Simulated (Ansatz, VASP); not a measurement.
**Two plane-wave programs on HfO2**

INCAR

```
SYSTEM = HfO2
ALGO = Normal ; EDIFF = 1E-6
ENCUT = 520 ; GGA = PE
ISIF = 2 ; ISMEAR = 0
LASPH = .TRUE. ; LCHARG = .FALSE.
LREAL = Auto ; LWAVE = .FALSE.
NBANDS = 156 ; NELM = 100
PREC = Accurate ; SIGMA = 0.05
```

KPOINTS

```
k-points
0
G
  2 2 2
  0 0 0
```

POSCAR

```
HfO2
1.0
   -5.1150000000      5.1150000000      0.0000000000
    0.0000000000      5.1150000000      5.1150000000
    2.5575000000      7.6725000000     -5.1150000000
Hf O
12 24
Direct
    0.0000000000      0.0000000000      0.0000000000
    0.6666670000      0.3333330000      0.3333330000
    0.3333330000      0.6666670000      0.6666670000
    0.5000000000      0.5000000000      0.0000000000
    0.1666670000      0.8333330000      0.3333330000
    0.8333330000      0.1666670000      0.6666670000
    0.0000000000      0.5000000000      0.0000000000
    0.6666670000      0.8333330000      0.3333330000
    0.3333330000      0.1666670000      0.6666670000
    0.5000000000      0.0000000000      0.0000000000
    0.1666670000      0.3333330000      0.3333330000
    0.8333330000      0.6666670000      0.6666670000
    0.7916670000      0.3333330000      0.0833330000
    0.4583330000      0.6666670000      0.4166670000
    0.1250000000      0.0000000000      0.7500000000
    0.2916670000      0.8333330000      0.0833330000
    0.9583330000      0.1666670000      0.4166670000
    0.6250000000      0.5000000000      0.7500000000
    0.7916670000      0.8333330000      0.0833330000
    0.4583330000      0.1666670000      0.4166670000
    0.1250000000      0.5000000000      0.7500000000
    0.2916670000      0.3333330000      0.0833330000
    0.9583330000      0.6666670000      0.4166670000
    0.6250000000      0.0000000000      0.7500000000
    0.3750000000      0.0000000000      0.2500000000
    0.0416670000      0.3333330000      0.5833330000
    0.7083330000      0.6666670000      0.9166670000
    0.8750000000      0.5000000000      0.2500000000
    0.5416670000      0.8333330000      0.5833330000
    0.2083330000      0.1666670000      0.9166670000
    0.3750000000      0.5000000000      0.2500000000
    0.0416670000      0.8333330000      0.5833330000
    0.7083330000      0.1666670000      0.9166670000
    0.8750000000      0.0000000000      0.2500000000
    0.5416670000      0.3333330000      0.5833330000
    0.2083330000      0.6666670000      0.9166670000
```

Input for Ansatz:

```yaml
crystal:
  lattice:
    - [-5.115, 5.115, 0.0]
    - [0.0, 5.115, 5.115]
    - [2.5575, 7.6725, -5.115]
  atoms:
    - { symbol: Hf, position: [0.0, 0.0, 0.0] }
    - { symbol: Hf, position: [0.666667, 0.333333, 0.333333] }
    - { symbol: Hf, position: [0.333333, 0.666667, 0.666667] }
    - { symbol: Hf, position: [0.5, 0.5, 0.0] }
    - { symbol: Hf, position: [0.166667, 0.833333, 0.333333] }
    - { symbol: Hf, position: [0.833333, 0.166667, 0.666667] }
    - { symbol: Hf, position: [0.0, 0.5, 0.0] }
    - { symbol: Hf, position: [0.666667, 0.833333, 0.333333] }
    - { symbol: Hf, position: [0.333333, 0.166667, 0.666667] }
    - { symbol: Hf, position: [0.5, 0.0, 0.0] }
    - { symbol: Hf, position: [0.166667, 0.333333, 0.333333] }
    - { symbol: Hf, position: [0.833333, 0.666667, 0.666667] }
    - { symbol: O, position: [0.791667, 0.333333, 0.083333] }
    - { symbol: O, position: [0.458333, 0.666667, 0.416667] }
    - { symbol: O, position: [0.125, 0.0, 0.75] }
    - { symbol: O, position: [0.291667, 0.833333, 0.083333] }
    - { symbol: O, position: [0.958333, 0.166667, 0.416667] }
    - { symbol: O, position: [0.625, 0.5, 0.75] }
    - { symbol: O, position: [0.791667, 0.833333, 0.083333] }
    - { symbol: O, position: [0.458333, 0.166667, 0.416667] }
    - { symbol: O, position: [0.125, 0.5, 0.75] }
    - { symbol: O, position: [0.291667, 0.333333, 0.083333] }
    - { symbol: O, position: [0.958333, 0.666667, 0.416667] }
    - { symbol: O, position: [0.625, 0.0, 0.75] }
    - { symbol: O, position: [0.375, 0.0, 0.25] }
    - { symbol: O, position: [0.041667, 0.333333, 0.583333] }
    - { symbol: O, position: [0.708333, 0.666667, 0.916667] }
    - { symbol: O, position: [0.875, 0.5, 0.25] }
    - { symbol: O, position: [0.541667, 0.833333, 0.583333] }
    - { symbol: O, position: [0.208333, 0.166667, 0.916667] }
    - { symbol: O, position: [0.375, 0.5, 0.25] }
    - { symbol: O, position: [0.041667, 0.833333, 0.583333] }
    - { symbol: O, position: [0.708333, 0.166667, 0.916667] }
    - { symbol: O, position: [0.875, 0.0, 0.25] }
    - { symbol: O, position: [0.541667, 0.333333, 0.583333] }
    - { symbol: O, position: [0.208333, 0.666667, 0.916667] }
basis:
  ecutwfc: 420
  fft_grid_basis: typed
kpoints:
  mp_grid: { grid: [2, 2, 2] }
hamiltonian:
  xc: pbe
  pseudopotentials: { kind: paw }
scf:
  occupations: { method: gaussian, width: 0.05 }
output:
  forces: true
  stress: false
  eigenvalues: true
  bader: false
  write_density: true
  volumetric_format: npy
```

Alike in both runs: task single point; functional PBE; k mesh 2 × 2 × 2; occupations gaussian, width 0.05 eV; no spin polarisation.

|  | VASP | Ansatz |
| --- | --- | --- |
| version | VASP 6.6.1 | Ansatz 0.2.0 |
| potentials or method | VASP PAW PBE potentials, release 64 (Hf_pv, O), cutoff 520 eV | scalar-relativistic, plane waves, PAW |
| valence electrons in the cell | 264 | 456 |

|  | VASP | Ansatz | Ansatz less VASP |
| --- | --- | --- | --- |
| gap on the k mesh at the Fermi level (eV) | 3.73 | 3.72 | -0.009 |

VASP's potentials hold 264 valence electrons a cell and Ansatz's 456, so a difference there can come from the potentials and not from the codes. Ansatz's warnings: structure snapped to symmetry.

The k mesh is coarse, so the values compare programs but aren't converged. Spin-orbit coupling is off throughout.
